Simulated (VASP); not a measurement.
# InSb3 (P4/mmm) in VASP: further runs

InSb3 is run at these levels: PBEsol; tasks: single point.

Program: VASP 6.6.1. These are calculated values, not measurements. Logs are shortened: lines on timing, memory, paths and dates and some standing lists are left out, and cuts for length are marked.

### Step 1. The cell of the first run

It takes space group P4/mmm (No. 123, tetragonal). The conventional cell has a = 5.068 Å, b = 5.068 Å, c = 4.225 Å, α = 90.00°, β = 90.00°, γ = 90.00°. Within 4.3 Å of In (site symmetry 4/mmm) lie 12 Sb at 3.30 to 3.58 Å and 2 In at 4.23 Å. Sb (site symmetry mmm) has 4 In at 3.30 Å and 10 Sb at 3.30 to 4.23 Å within 4.3 Å. Sb (site symmetry 4/mmm) has 10 Sb at 3.30 to 4.23 Å and 4 In at 3.58 Å within 4.3 Å.

### Step 2. Single point, PBEsol (volume 27.135 Å^3 an atom, c/a of the conventional cell 0.8336)

INCAR

```
SYSTEM = InSb3
  ALGO = Normal
  EDIFF = 1E-6
  ENCUT = 520
  GGA = PS
  ISIF = 2
  ISMEAR = 0
  LASPH = .TRUE.
  LCHARG = .FALSE.
  LREAL = .FALSE.
  LWAVE = .FALSE.
  NBANDS = 22
  NELM = 100
  PREC = Accurate
  SIGMA = 0.15
```

KPOINTS

```
k-points
0
G
  10 10 10
  0 0 0
```

POSCAR

```
InSb3
1.0
    5.0684757204      0.0000000000      0.0000000000
    0.0000000000      5.0684757204      0.0000000000
    0.0000000000      0.0000000000      4.2250813605
In Sb
1 3
Direct
    0.0000000000      0.0000000000      0.0000000000
    0.5000000000      0.0000000000      0.5000000000
    0.0000000000      0.5000000000      0.5000000000
    0.5000000000      0.5000000000      0.0000000000
```

Potentials or basis: VASP PAW PBE potentials, release 64 (In_d, Sb).

Command:

```bash
$ cat potpaw_PBE.64/In_d/POTCAR potpaw_PBE.64/Sb/POTCAR > POTCAR
$ mpirun -np 1 vasp_std > vasp.out
```

OUTCAR:

```text
SYSTEM = InSb3
   EDIFF = 1E-6
   ENCUT = 520
   GGA = PS
   ISIF = 2
   ISMEAR = 0
   LASPH = .TRUE.
   LREAL = .FALSE.
   NELM = 100
   PREC = Accurate

 ion  position               nearest neighbor table
   1  0.000  0.000  0.000-   2 3.30   3 3.30   2 3.30   3 3.30   3 3.30   3 3.30   2 3.30   2 3.30
                             4 3.58   4 3.58   4 3.58   4 3.58
   2  0.500  0.000  0.500-   1 3.30   4 3.30   1 3.30   4 3.30   4 3.30   4 3.30   1 3.30   1 3.30
                             3 3.58   3 3.58   3 3.58   3 3.58
   3  0.000  0.500  0.500-   1 3.30   4 3.30   1 3.30   4 3.30   1 3.30   1 3.30   4 3.30   4 3.30
                             2 3.58   2 3.58   2 3.58   2 3.58
   4  0.500  0.500  0.000-   2 3.30   3 3.30   2 3.30   3 3.30   2 3.30   2 3.30   3 3.30   3 3.30
                             1 3.58   1 3.58   1 3.58   1 3.58

  LATTYP: Found a simple tetragonal cell.
 ALAT       =     5.0684757204
 C/A-ratio  =     0.8336000000

  Lattice vectors:

 A1 = (   5.0684757204,   0.0000000000,   0.0000000000)
 A2 = (   0.0000000000,   5.0684757204,   0.0000000000)
 A3 = (   0.0000000000,   0.0000000000,   4.2250813605)

Analysis of symmetry for initial positions (statically):
=====================================================================
 Subroutine PRICEL returns:
 Original cell was already a primitive cell.

 Routine SETGRP: Setting up the symmetry group for a
 simple tetragonal supercell.

 Subroutine GETGRP returns: Found 16 space group operations
 (whereof 16 operations were pure point group operations)
 out of a pool of 16 trial point group operations.

The static configuration has the point symmetry D_4h.

Analysis of symmetry for dynamics (positions and initial velocities):
=====================================================================
 Subroutine PRICEL returns:
 Original cell was already a primitive cell.

 Routine SETGRP: Setting up the symmetry group for a
 simple tetragonal supercell.

 Subroutine GETGRP returns: Found 16 space group operations
 (whereof 16 operations were pure point group operations)
 out of a pool of 16 trial point group operations.

The dynamic configuration has the point symmetry D_4h.

 Subroutine INISYM returns: Found 16 space group operations
 (whereof 16 operations are pure point group operations),
 and found     1 'primitive' translations

----------------------------------------------------------------------------------------

                                     Primitive cell

  volume of cell :     108.5400

  direct lattice vectors                    reciprocal lattice vectors
     5.068475720  0.000000000  0.000000000     0.197297976  0.000000000  0.000000000
     0.000000000  5.068475720  0.000000000     0.000000000  0.197297976  0.000000000
     0.000000000  0.000000000  4.225081360     0.000000000  0.000000000  0.236681833

  length of vectors
     5.068475720  5.068475720  4.225081360     0.197297976  0.197297976  0.236681833

  position of ions in fractional coordinates (direct lattice)
     0.000000000  0.000000000  0.000000000
     0.500000000  0.000000000  0.500000000
     0.000000000  0.500000000  0.500000000
     0.500000000  0.500000000  0.000000000

  ion indices of the primitive-cell ions
   primitive index   ion index
                 1           1
                 2           2
                 3           3
                 4           4

----------------------------------------------------------------------------------------

 KPOINTS: k-points

Automatic generation of k-mesh.
 Grid dimensions read from file:
 generate k-points for:   10   10   10

 Generating k-lattice:

  Cartesian coordinates                     Fractional coordinates (reciprocal lattice)
     0.019729798  0.000000000  0.000000000     0.100000000  0.000000000  0.000000000
     0.000000000  0.019729798  0.000000000     0.000000000  0.100000000  0.000000000
     0.000000000  0.000000000  0.023668183     0.000000000  0.000000000  0.100000000

  Length of vectors
     0.019729798  0.019729798  0.023668183

  Shift w.r.t. Gamma in fractional coordinates (k-lattice)
     0.000000000  0.000000000  0.000000000

 Subroutine IBZKPT returns following result:
 ===========================================

 Found    126 irreducible k-points:

 Following reciprocal coordinates:
            Coordinates               Weight
  0.000000  0.000000  0.000000      1.000000
  0.100000  0.000000  0.000000      4.000000
  0.200000  0.000000  0.000000      4.000000
  0.300000  0.000000  0.000000      4.000000
  0.400000  0.000000  0.000000      4.000000
  0.500000  0.000000  0.000000      2.000000
[... 16 lines left out ...]
  0.100000  0.000000  0.100000      8.000000
  0.200000  0.000000  0.100000      8.000000
 [... further k-points ...]
   k-points           NKPTS =    126   k-points in BZ     NKDIM =    126   number of bands    NBANDS=     22
   number of dos      NEDOS =    301   number of ions     NIONS =      4
   total plane-waves  NPLWV =  51200
   dimension x,y,z NGX =    40 NGY =   40 NGZ =   32
   dimension x,y,z NGXF=    80 NGYF=   80 NGZF=   64
   ions per type =               1   3
   NGX,Y,Z   is equivalent  to a cutoff of  13.12, 13.12, 12.59 a.u.
   NGXF,Y,Z  is equivalent  to a cutoff of  26.24, 26.24, 25.18 a.u.
 SYSTEM =  InSb3
   PREC   = accura    normal or accurate (medium, high low for compatibility)
   ISTART =      0    job   : 0-new  1-cont  2-samecut
   ICHARG =      2    charge: 1-file 2-atom 10-const
   ISPIN  =      1    spin polarized calculation?
   LNONCOLLINEAR =      F non collinear calculations
   LSORBIT =      F    spin-orbit coupling
   LASPH  =      T    aspherical Exc in radial PAW
   ENCUT  =  520.0 eV  38.22 Ry    6.18 a.u.   9.42  9.42  7.86*2*pi/ulx,y,z
   NELM   =    100;   NELMIN=  2; NELMDL= -5     # of ELM steps
   EDIFF  = 0.1E-05   stopping-criterion for ELM
   LREAL  =      F    real-space projection
   EDIFFG = 0.1E-04   stopping-criterion for IOM
   NSW    =      0    number of steps for IOM
   IBRION =     -1    ionic relax: 0-MD 1-quasi-New 2-CG
   NFREE  =      0    steps in history (QN), initial steepest desc. (CG)
   ISIF   =      2    stress and relaxation
   ISYM   =      2    0-nonsym 1-usesym 2-fastsym
   POTIM  = 0.5000    time-step for ionic-motion
   TEBEG  =    0.0;   TEEND  =   0.0 temperature during run
   PSTRESS=    0.0 pullay stress
   NELECT =      28.0000    total number of electrons
   NUPDOWN=      -1.0000    fix difference up-down
   EMIN   =  10.00;   EMAX   =-10.00  energy-range for DOS
   EFERMI =   0.00;   METHOD = LEGACY
   ISMEAR =     0;   SIGMA  =   0.15  broadening in eV -4-tet -1-fermi 0-gaus
   EFERMI_NEDOS =   21; number of points for ismear=-14 and -15
   IALGO  =     38    algorithm
   IMIX   =      4    mixing-type and parameters
     AMIX     =   0.40;   BMIX     =  1.00
     AMIX_MAG =   1.60;   BMIX_MAG =  1.00
  volume/ion in A,a.u.               =      27.13       183.12
  Fermi-wavevector in a.u.,A,eV,Ry     =   1.042152  1.969381 14.777015  1.086080
  Thomas-Fermi vector in A             =   2.176804
   LORBIT       =      0    0 simple, 1 ext, 2 COOP (PROOUT), +10 PAW based schemes
   GGA     = PS    functional components
   LHFCALC =     F    Hartree Fock is set to
   AEXX    =    0.0000 exact exchange contribution
   IVDW    =     0    specifies the selected vdW correction
   LEPSILON=     F    determine dielectric tensor
   LRPA    =     F    only Hartree local field effects (RPA)
 non-spin polarized calculation
 Gauss-broadening in eV      SIGMA  =   0.15
  energy-cutoff  :      520.00
  volume of cell :      108.54
 maximum number of plane-waves:      2963
 NGX is ok and might be reduce to    40
   NGX = 19   NGY = 19   NGZ = 15

 number of electron      28.0000005 magnetization

 Free energy of the ion-electron system (eV)
  ---------------------------------------------------
  ext. energy  EPLUGINS =         0.00000000
  ---------------------------------------------------
  free energy    TOTEN  =       -16.10045724 eV

  energy without entropy =      -16.07718661  energy(sigma->0) =      -16.08882192

 E-fermi :   7.8913     XC(G=0): -10.2787

 val. band max:        7.8669032631   @ k =   0.3000   0.3000   0.4000
 cond. band min:       7.8956264959   @ k =   0.3000   0.1000   0.0000
 fundamental gap:      0.0287232328
 Fermi energy:         7.8913470314

 k-point     1 :       0.0000    0.0000    0.0000
  band No.  band energies     occupation
      1      -6.5194      2.00000
      2      -6.4930      2.00000
      3      -6.4790      2.00000
      4      -6.4760      2.00000
      5      -6.4760      2.00000
      6      -4.3916      2.00000
[... 14 lines left out ...]
     21      13.4868      0.00000
     22      14.0120      0.00000

 k-point     2 :       0.1000    0.0000    0.0000
  band No.  band energies     occupation
      1      -6.5181      2.00000
      2      -6.4926      2.00000
      3      -6.4797      2.00000
      4      -6.4769      2.00000
      5      -6.4760      2.00000
      6      -4.3372      2.00000
[... 14 lines left out ...]
     21      13.6459      0.00000
     22      14.0523      0.00000

 k-point     3 :       0.2000    0.0000    0.0000
  band No.  band energies     occupation
      1      -6.5146      2.00000
      2      -6.4916      2.00000
      3      -6.4815      2.00000
      4      -6.4792      2.00000
      5      -6.4759      2.00000
      6      -4.1756      2.00000
[... 14 lines left out ...]
     21      13.6071      0.00000
     22      13.9273      0.00000
[... 476 lines left out ...]
 k-point    23 :       0.1000    0.0000    0.1000
  band No.  band energies     occupation
      1      -6.5166      2.00000
      2      -6.4882      2.00000
      3      -6.4799      2.00000
      4      -6.4796      2.00000
      5      -6.4788      2.00000
      6      -4.2561      2.00000
[... 14 lines left out ...]
     21      13.6398      0.00000
     22      13.9438      0.00000

 k-point    24 :       0.2000    0.0000    0.1000
  band No.  band energies     occupation
      1      -6.5133      2.00000
      2      -6.4872      2.00000
      3      -6.4828      2.00000
      4      -6.4813      2.00000
      5      -6.4788      2.00000
      6      -4.0944      2.00000
[... 14 lines left out ...]
     21      13.3041      0.00000
     22      13.8551      0.00000

 [... further k-points ...]

------------------------ aborting loop because EDIFF is reached ----------------------------------------

  FORCE on cell =-STRESS in cart. coord.  units (eV):
  Direction    XX          YY          ZZ          XY          YZ          ZX
  --------------------------------------------------------------------------------------
  -------------------------------------------------------------------------------------
  Total       -0.9465714     -0.9465714     -1.9001841      0.0000000     -0.0000000      0.0000000
  in kB      -13.9725004    -13.9725004    -28.0489400      0.0000000     -0.0000000      0.0000000
  external PRESSURE =     -18.6646470 kB  Pullay stress =       0.0000000 kB

 VOLUME and BASIS-vectors are now :
 -----------------------------------------------------------------------------
  energy-cutoff  :      520.00
  volume of cell :      108.54
      direct lattice vectors                 reciprocal lattice vectors
     5.068475720  0.000000000  0.000000000     0.197297976  0.000000000  0.000000000
     0.000000000  5.068475720  0.000000000     0.000000000  0.197297976  0.000000000
     0.000000000  0.000000000  4.225081360     0.000000000  0.000000000  0.236681833

 POSITION                                       TOTAL-FORCE (eV/Angst)
 -----------------------------------------------------------------------------------
      0.00000      0.00000      0.00000         0.000000      0.000000      0.000000
      2.53424      0.00000      2.11254         0.000000      0.000000      0.000000
      0.00000      2.53424      2.11254         0.000000      0.000000      0.000000
      2.53424      2.53424      0.00000         0.000000      0.000000      0.000000
 -----------------------------------------------------------------------------------
    total drift:                               -0.000000     -0.000000     -0.000000

  FREE ENERGIE OF THE ION-ELECTRON SYSTEM (eV)
  ---------------------------------------------------
  free  energy   TOTEN  =       -16.1004572417 eV

  energy  without entropy=      -16.0771866077  energy(sigma->0) =      -16.08882192
```

Wall time 97 s (1 thread of Intel Xeon Platinum 8559C (Emerald Rapids), shared host); peak memory 0.41 GiB.

What came out:

```yaml
Free_energy: -16.1005 eV
Pressure: -1.9 GPa
Band_gap_on_the_k_mesh: zero (band 14 reaches 10.32 eV, above the bottom of band 15 at 6.47 eV)
```

Levels at points of the mesh, in eV from the Fermi level:
```
           k point  band 10  band 11  band 12  band 13  band 14  band 15  band 16  band 17  band 18  band 19
(0.00, 0.00, 0.00)    -4.78    -3.21    -3.11    -0.31    -0.31     0.87     2.23     2.78     2.78     3.56
(0.50, 0.00, 0.00)    -3.64    -2.73    -1.93    -1.07    -0.27    -0.19     1.54     2.15     2.51     3.41
(0.50, 0.50, 0.00)    -1.04    -0.53    -0.37    -0.37    -0.27    -0.27     1.32     1.90     2.19     2.25
(0.00, 0.00, 0.50)    -2.77    -2.77    -2.13    -2.13    -1.82    -1.42     1.44     1.44     2.35     2.42
(0.50, 0.00, 0.50)    -3.05    -2.21    -2.07    -1.53    -1.35    -1.15    -1.09     0.78     3.45     3.62
(0.50, 0.50, 0.50)    -5.09    -5.09    -4.79    -4.69     2.43     2.55     3.52     3.52     4.31     6.20
```

Caveat: the PAW data sets were made with another functional, which shifts forces and pressure a little; spin-orbit coupling is left out, which moves the levels of the heavy elements.

### Step 3. Single point, PBEsol (volume 27.135 Å^3 an atom, c/a of the conventional cell 0.8857)

INCAR

```
SYSTEM = InSb3
ALGO = Normal
EDIFF = 1E-6
ENCUT = 520
GGA = PS
ISIF = 2
ISMEAR = 0
LASPH = .TRUE.
LCHARG = .FALSE.
LREAL = .FALSE.
LWAVE = .FALSE.
NBANDS = 22
NELM = 60
PREC = Accurate
SIGMA = 0.15
```

KPOINTS is that of step 2.

POSCAR

```
InSb3
1.0
    4.9670788872      0.0000000000      0.0000000000
    0.0000000000      4.9670788872      0.0000000000
    0.0000000000      0.0000000000      4.3993417704
In Sb
1 3
Direct
    0.0000000000      0.0000000000      0.0000000000
    0.5000000000      0.0000000000      0.5000000000
    0.0000000000      0.5000000000      0.5000000000
    0.5000000000      0.5000000000      0.0000000000
```

Potentials or basis: VASP PAW PBE potentials, release 64 (In_d, Sb).

Command:

```bash
$ cat potpaw_PBE.64/In_d/POTCAR potpaw_PBE.64/Sb/POTCAR > POTCAR
$ mpirun -np 1 vasp_std > vasp.out
```

OUTCAR:

```text
SYSTEM = InSb3
   EDIFF = 1E-6
   ENCUT = 520
   GGA = PS
   ISIF = 2
   ISMEAR = 0
   LASPH = .TRUE.
   LREAL = .FALSE.
   NELM = 60
   PREC = Accurate

 ion  position               nearest neighbor table
   1  0.000  0.000  0.000-   2 3.32   3 3.32   2 3.32   3 3.32   3 3.32   3 3.32   2 3.32   2 3.32
                             4 3.51   4 3.51   4 3.51   4 3.51
   2  0.500  0.000  0.500-   1 3.32   4 3.32   1 3.32   4 3.32   4 3.32   4 3.32   1 3.32   1 3.32
                             3 3.51   3 3.51   3 3.51   3 3.51
[... 807 lines left out ...]
  --------------------------------------------------------------------------------------
  -------------------------------------------------------------------------------------
  Total       -0.9088538     -0.9088538     -1.3716560      0.0000000      0.0000000      0.0000000
  in kB      -13.4157449    -13.4157449    -20.2472460      0.0000000      0.0000000      0.0000000
  external PRESSURE =     -15.6929119 kB  Pullay stress =       0.0000000 kB

 VOLUME and BASIS-vectors are now :
 -----------------------------------------------------------------------------
  energy-cutoff  :      520.00
  volume of cell :      108.54
      direct lattice vectors                 reciprocal lattice vectors
     4.967078887  0.000000000  0.000000000     0.201325572  0.000000000  0.000000000
     0.000000000  4.967078887  0.000000000     0.000000000  0.201325572  0.000000000
     0.000000000  0.000000000  4.399341770     0.000000000  0.000000000  0.227306732

 POSITION                                       TOTAL-FORCE (eV/Angst)
 -----------------------------------------------------------------------------------
      0.00000      0.00000      0.00000         0.000000      0.000000      0.000000
      2.48354      0.00000      2.19967         0.000000      0.000000      0.000000
      0.00000      2.48354      2.19967         0.000000      0.000000      0.000000
      2.48354      2.48354      0.00000         0.000000      0.000000      0.000000
 -----------------------------------------------------------------------------------
    total drift:                               -0.000000     -0.000000     -0.000000

  FREE ENERGIE OF THE ION-ELECTRON SYSTEM (eV)
  ---------------------------------------------------
  free  energy   TOTEN  =       -16.0697394276 eV

  energy  without entropy=      -16.0447322276  energy(sigma->0) =      -16.05723583
```

OSZICAR:

```text
N       E                     dE             d eps       ncg     rms          rms(c)
DAV:   1     0.189964005511E+03    0.18996E+03   -0.10992E+04  5544   0.118E+03
DAV:   2     0.562246943917E+00   -0.18940E+03   -0.18252E+03  6064   0.296E+02
DAV:   3    -0.155597820122E+02   -0.16122E+02   -0.15570E+02  7042   0.874E+01
DAV:   4    -0.160985431369E+02   -0.53876E+00   -0.53696E+00  6346   0.165E+01
DAV:   5    -0.161230959566E+02   -0.24553E-01   -0.24550E-01  8302   0.373E+00    0.348E+00
DAV:   6    -0.160827750395E+02    0.40321E-01   -0.65656E-02  6724   0.338E+00    0.193E+00
DAV:   7    -0.160703257685E+02    0.12449E-01   -0.30857E-02  7572   0.177E+00    0.224E-01
DAV:   8    -0.160697548905E+02    0.57088E-03   -0.26220E-03  6622   0.619E-01    0.598E-02
DAV:   9    -0.160697392675E+02    0.15623E-04   -0.12722E-04  6962   0.881E-02    0.217E-02
DAV:  10    -0.160697394276E+02   -0.16011E-06   -0.85760E-06  7426   0.197E-02
   1 F= -.16069739E+02 E0= -.16057236E+02  d E =-.250072E-01
```

Wall time 92 s (1 thread of Intel Xeon Platinum 8559C (Emerald Rapids), shared host); peak memory 0.42 GiB.

Results:

```yaml
Free_energy: -16.0697 eV
Pressure: -1.6 GPa
Band_gap_on_the_k_mesh: zero (band 14 reaches 10.69 eV, above the bottom of band 15 at 6.68 eV)
```

Levels at points of the mesh, in eV from the Fermi level:
```tsv
k point	band 12	band 13	band 14	band 15	band 16	band 17
(0.00, 0.00, 0.00)	-3.40	0.03	0.03	0.66	2.01	2.29
(0.50, 0.00, 0.00)	-2.34	-1.49	-0.59	-0.53	1.71	2.26
(0.50, 0.50, 0.00)	-0.78	-0.78	-0.62	-0.62	0.74	1.72
(0.00, 0.00, 0.50)	-2.16	-2.16	-1.61	-1.24	1.67	1.67
(0.50, 0.00, 0.50)	-1.96	-1.50	-1.30	-1.17	-0.90	0.82
(0.50, 0.50, 0.50)	-4.91	-4.77	2.77	2.88	3.73	3.73
```

Caveat: the PAW data sets were made with another functional, which shifts forces and pressure a little; spin-orbit coupling is left out, which moves the levels of the heavy elements.
